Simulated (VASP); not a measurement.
# Pd (Im-3m) in VASP: further runs, part 2 of 2

VASP 6.6.1. Earlier steps stand in the parts before.

## 3. Relaxation of cell and atoms, PBEsol, collinear spin

This run uses another cell than the first one, of 14.71 Å³/atom.

Contents of INCAR:

```
SYSTEM = Pd
ALGO = Normal
EDIFF = 1E-7
EDIFFG = -0.01
ENCUT = 500
GGA = PS
GGA_COMPAT = .False.
IBRION = 2
ISIF = 3
ISMEAR = -1
ISPIN = 2
LASPH = .True.
LCHARG = .False.
LMAXMIX = 4
LORBIT = 11
LREAL = .False.
LWAVE = .False.
MAGMOM = 0.5
NELM = 200
NELMIN = 4
NSW = 80
PREC = Accurate
SIGMA = 0.05
```

Contents of KPOINTS:

```
k-points
0
Gamma
  14 14 14
  0 0 0
```

Contents of POSCAR:

```
Pd
1.0
   -1.5436681530      1.5436681530      1.5436681530
    1.5436681530     -1.5436681530      1.5436681530
    1.5436681530      1.5436681530     -1.5436681530
Pd
1
Direct
    0.0000000000      0.0000000000      0.0000000000
```

Potentials or basis: VASP PAW PBE potentials, release 64 (Pd).

Command:

```
$ cat potpaw_PBE.64/Pd/POTCAR > POTCAR
$ mpirun -np 1 vasp_std > vasp.out
```

OUTCAR:

```text
SYSTEM = Pd
   EDIFF = 1E-7
   EDIFFG = -0.01
   ENCUT = 500
   GGA = PS
   IBRION = 2
   ISIF = 3
   ISMEAR = -1
   ISPIN = 2
   LASPH = .True.
   LORBIT = 11
   LREAL = .False.
   NELM = 200
   NELMIN = 4
   NSW = 80
   PREC = Accurate

 ion  position               nearest neighbor table
   1  0.000  0.000  0.000-

  LATTYP: Found a body centered cubic cell.
 ALAT       =     3.0873363060

  Lattice vectors:

 A1 = (  -1.5436681530,   1.5436681530,   1.5436681530)
 A2 = (   1.5436681530,  -1.5436681530,   1.5436681530)
 A3 = (   1.5436681530,   1.5436681530,  -1.5436681530)

Analysis of symmetry for initial positions (statically):
=====================================================================
 Subroutine PRICEL returns:
 Original cell was already a primitive cell.

 Routine SETGRP: Setting up the symmetry group for a
 body centered cubic supercell.

 Subroutine GETGRP returns: Found 48 space group operations
 (whereof 48 operations were pure point group operations)
 out of a pool of 48 trial point group operations.

The static configuration has the point symmetry O_h .

Analysis of symmetry for dynamics (positions and initial velocities):
=====================================================================
 Subroutine PRICEL returns:
 Original cell was already a primitive cell.

 Routine SETGRP: Setting up the symmetry group for a
 body centered cubic supercell.

 Subroutine GETGRP returns: Found 48 space group operations
 (whereof 48 operations were pure point group operations)
 out of a pool of 48 trial point group operations.

The dynamic configuration has the point symmetry O_h .

Analysis of structural, dynamic, and magnetic symmetry:
=====================================================================
 Subroutine PRICEL returns:
 Original cell was already a primitive cell.

 Routine SETGRP: Setting up the symmetry group for a
 body centered cubic supercell.

 Subroutine GETGRP returns: Found 48 space group operations
 (whereof 48 operations were pure point group operations)
 out of a pool of 48 trial point group operations.

The overall configuration has the point symmetry O_h .

 Subroutine INISYM returns: Found 48 space group operations
 (whereof 48 operations are pure point group operations),
 and found     1 'primitive' translations

----------------------------------------------------------------------------------------

                                     Primitive cell

  volume of cell :      14.7137

  direct lattice vectors                    reciprocal lattice vectors
    -1.543668153  1.543668153  1.543668153     0.000000000  0.323903813  0.323903813
     1.543668153 -1.543668153  1.543668153     0.323903813  0.000000000  0.323903813
     1.543668153  1.543668153 -1.543668153     0.323903813  0.323903813  0.000000000

  length of vectors
     2.673711671  2.673711671  2.673711671     0.458069165  0.458069165  0.458069165

  position of ions in fractional coordinates (direct lattice)
     0.000000000  0.000000000  0.000000000

  ion indices of the primitive-cell ions
   primitive index   ion index
                 1           1

----------------------------------------------------------------------------------------

 KPOINTS: k-points

Automatic generation of k-mesh.
 Grid dimensions read from file:
 generate k-points for:   14   14   14

[... 52 lines left out ...]
   NGXF,Y,Z  is equivalent  to a cutoff of  24.87, 24.87, 24.87 a.u.
 SYSTEM =  Pd
   PREC   = accura    normal or accurate (medium, high low for compatibility)
   ISTART =      0    job   : 0-new  1-cont  2-samecut
   ICHARG =      2    charge: 1-file 2-atom 10-const
   ISPIN  =      2    spin polarized calculation?
   LNONCOLLINEAR =      F non collinear calculations
   LSORBIT =      F    spin-orbit coupling
   LASPH  =      T    aspherical Exc in radial PAW
   ENCUT  =  500.0 eV  36.75 Ry    6.06 a.u.   4.87  4.87  4.87*2*pi/ulx,y,z
   NELM   =    200;   NELMIN=  4; NELMDL= -5     # of ELM steps
   EDIFF  = 0.1E-06   stopping-criterion for ELM
   LREAL  =      F    real-space projection
   EDIFFG = -.1E-01   stopping-criterion for IOM
   NSW    =     80    number of steps for IOM
   IBRION =      2    ionic relax: 0-MD 1-quasi-New 2-CG
   NFREE  =      1    steps in history (QN), initial steepest desc. (CG)
   ISIF   =      3    stress and relaxation
   ISYM   =      2    0-nonsym 1-usesym 2-fastsym
   POTIM  = 0.5000    time-step for ionic-motion
   TEBEG  =    0.0;   TEEND  =   0.0 temperature during run
   PSTRESS=    0.0 pullay stress
   NELECT =      10.0000    total number of electrons
   NUPDOWN=      -1.0000    fix difference up-down
   EMIN   =  10.00;   EMAX   =-10.00  energy-range for DOS
   EFERMI =   0.00;   METHOD = LEGACY
   ISMEAR =    -1;   SIGMA  =   0.05  broadening in eV -4-tet -1-fermi 0-gaus
   EFERMI_NEDOS =   21; number of points for ismear=-14 and -15
   IALGO  =     38    algorithm
   IMIX   =      4    mixing-type and parameters
     AMIX     =   0.40;   BMIX     =  1.00
     AMIX_MAG =   1.60;   BMIX_MAG =  1.00
  volume/ion in A,a.u.               =      14.71        99.29
  Fermi-wavevector in a.u.,A,eV,Ry     =   1.439354  2.719984 28.187725  2.071739
  Thomas-Fermi vector in A             =   2.558219
   LORBIT       =     11    0 simple, 1 ext, 2 COOP (PROOUT), +10 PAW based schemes
   GGA     = PS    functional components
   LHFCALC =     F    Hartree Fock is set to
   AEXX    =    0.0000 exact exchange contribution
   IVDW    =     0    specifies the selected vdW correction
   LEPSILON=     F    determine dielectric tensor
   LRPA    =     F    only Hartree local field effects (RPA)
 conjugate gradient relaxation of ions
 spin polarized calculation
  energy-cutoff  :      500.00
  volume of cell :       14.71
 maximum number of plane-waves:       385
   NGX =  9   NGY =  9   NGZ =  9

--------------------------------------- Ionic step        1  -------------------------------------------

 number of electron      10.0000000 magnetization      -0.0038001

 number of electron      10.0000000 magnetization       0.0003862

 Free energy of the ion-electron system (eV)
  ---------------------------------------------------
  ext. energy  EPLUGINS =         0.00000000
  ---------------------------------------------------
  free energy    TOTEN  =        -5.90573291 eV

  energy without entropy =       -5.89355661  energy(sigma->0) =       -5.89964476

------------------------ aborting loop because EDIFF is reached ----------------------------------------

  FORCE on cell =-STRESS in cart. coord.  units (eV):
  Direction    XX          YY          ZZ          XY          YZ          ZX
  --------------------------------------------------------------------------------------
  -------------------------------------------------------------------------------------
  Total       -0.0729716     -0.0729716     -0.0729716     -0.0000000     -0.0000000      0.0000000
  in kB       -7.9458862     -7.9458862     -7.9458862     -0.0000000     -0.0000000      0.0000000
  external PRESSURE =      -7.9458862 kB  Pullay stress =       0.0000000 kB
[... 61 lines left out ...]
 number of electron       9.9999999 magnetization       0.0000008

 number of electron       9.9999999 magnetization      -0.0000015

 Free energy of the ion-electron system (eV)
  ---------------------------------------------------
  ext. energy  EPLUGINS =         0.00000000
  ---------------------------------------------------
  free energy    TOTEN  =        -5.90588194 eV

  energy without entropy =       -5.89375099  energy(sigma->0) =       -5.89981646

 E-fermi :   9.7015     XC(G=0): -13.4153

 val. band max:        9.6981464155   @ k =   0.2143   0.1429   0.0000
 cond. band min:       9.7144765254   @ k =  -0.4286  -0.4286   0.0714
 fundamental gap:      0.0163301099
 Fermi energy:         9.7014746161

 spin component 1

 k-point     1 :       0.0000    0.0000    0.0000
  band No.  band energies     occupation
      1       2.4478      1.00000
      2       6.7260      1.00000
      3       6.7260      1.00000
      4       6.7260      1.00000
      5       8.7658      1.00000
      6       8.7658      1.00000
      7      29.0669      0.00000
      8      29.0669      0.00000
      9      29.0669      0.00000
[... 265 lines left out ...]
 k-point    24 :       0.3571    0.2857    0.0000
  band No.  band energies     occupation
      1       5.2724      1.00000
      2       6.1535      1.00000
      3       6.7359      1.00000
      4       8.8370      1.00000
      5       9.1070      0.99999
      6      16.4287      0.00000
      7      17.8360      0.00000
      8      19.3164      0.00000
      9      27.3534      0.00000

 [... further k-points ...]

 spin component 2

 k-point     1 :       0.0000    0.0000    0.0000
  band No.  band energies     occupation
      1       2.4478      1.00000
      2       6.7260      1.00000
      3       6.7260      1.00000
      4       6.7260      1.00000
      5       8.7658      1.00000
      6       8.7658      1.00000
      7      29.0669      0.00000
      8      29.0669      0.00000
      9      29.0669      0.00000
[... 304 lines left out ...]
  FREE ENERGIE OF THE ION-ELECTRON SYSTEM (eV)
  ---------------------------------------------------
  free  energy   TOTEN  =        -5.9058819350 eV

  energy  without entropy=       -5.8937509897  energy(sigma->0) =       -5.89981646

 reached required accuracy - stopping structural energy minimisation

 total charge

# of ion       s       p       d       tot
------------------------------------------
    1        0.483   0.479   8.486   9.449

 magnetization (x)

# of ion       s       p       d       tot
------------------------------------------
    1        0.000  -0.000   0.000   0.000
```

OSZICAR:

```text
N       E                     dE             d eps       ncg     rms          rms(c)
DAV:   1     0.367508806542E+02    0.36751E+02   -0.48711E+03  3784   0.946E+02
DAV:   2    -0.588617686823E+01   -0.42637E+02   -0.41496E+02  3984   0.190E+02
DAV:   3    -0.624835895541E+01   -0.36218E+00   -0.36098E+00  4259   0.204E+01
[... 21 lines left out ...]
DAV:   1    -0.591113966569E+01   -0.56440E-02   -0.10503E-01  3775   0.369E+00    0.492E-01
DAV:   2    -0.590591790969E+01    0.52218E-02   -0.26059E-02  3774   0.149E+00    0.124E-01
DAV:   3    -0.590588358020E+01    0.34329E-04   -0.14481E-04  4200   0.959E-02    0.742E-02
DAV:   4    -0.590588159070E+01    0.19895E-05   -0.56870E-05  4004   0.633E-02    0.459E-03
DAV:   5    -0.590588185148E+01   -0.26078E-06   -0.55869E-07  4226   0.670E-03    0.235E-03
DAV:   6    -0.590588193504E+01   -0.83561E-07   -0.56602E-08  3408   0.244E-03
   3 F= -.59058819E+01 E0= -.58998165E+01  d E =-.149020E-03  mag=     0.0000
```

It took 36 s on 1 thread of AMD EPYC 7R13 (Zen 3), shared host; peak memory 0.12 GiB.

Results:

- Free energy: -5.9059 eV
- Relaxed volume: 14.65 Å³/atom
- Relaxed cell: a = 2.670 Å, b = 2.670 Å, c = 2.670 Å, α = 109.47°, β = 109.47°, γ = 109.47°
- Space group after relaxing (to 0.1 Å): Im-3m (No. 229)
- Energy gained by relaxing: 0.1 meV/atom
- Ionic steps: 3
- Pressure after relaxing: 0.0 GPa
- Band gap on the k mesh: zero (filled and empty bands overlap)
- Net moment: 0.00 μB per cell
- Valence electrons inside the program's atomic spheres: Pd 9.45

Step by step:
```csv
step,energy change (eV),largest force (eV/Å),pressure (GPa),volume (Å³)
1,0.0000,0.0000,-0.79,14.71
2,0.0002,0.0000,1.32,14.56
3,-0.0001,0.0000,0.01,14.65
```

Final structure:
```yaml
crystal:
  lattice:
    - [-1.54157, 1.54157, 1.54157]
    - [1.54157, -1.54157, 1.54157]
    - [1.54157, 1.54157, -1.54157]
  atoms:
    - { symbol: Pd, position: [0.00000, 0.00000, 0.00000] }
```

Caveat: the PAW data sets were made with another functional, which shifts forces and pressure a little.
